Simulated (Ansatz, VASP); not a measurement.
## Two plane-wave programs on W

```
W
1.0
     0.00000    2.00970    2.03000
     2.00970    0.00000    2.03000
     2.00970    2.00970    0.00000
W
1
Cartesian
  0.0000 0.0000 0.0000
```

Change from the starting cell: equal xx and yy strain of -1 %, PAW files.

Alike in both runs: task electric field gradients; functional PBEsol; k mesh 14 × 14 × 14; occupations fermi-dirac, width 0.05 eV; no spin polarisation.

|  | VASP | Ansatz |
| --- | --- | --- |
| version | VASP 6.6.1 | Ansatz 0.2.0 |
| potentials or method | VASP PAW PBE potentials, release 64 (W_sv) | PAW with Ansatz's default frozen-core files, scalar-relativistic |
| plane-wave cutoff (eV) | 400 | 420 |
| valence electrons in the cell | 14 | 14 |

Ansatz gave:

* pressure (GPa): -7.4
* traceless stress, the component that is largest in VASP (GPa): 2.14
* size of Vzz on the site where it differs most (V/Å²): 4.8

**Question.** Which values does VASP return?

**Answer.** Pressure (GPa): -6.9; traceless stress, the component that is largest in VASP (GPa): 2.14; size of Vzz on the site where it differs most (V/Å²): 5.7.

VASP's potentials were made for PBE, not for PBEsol.

Spin-orbit coupling is off throughout.
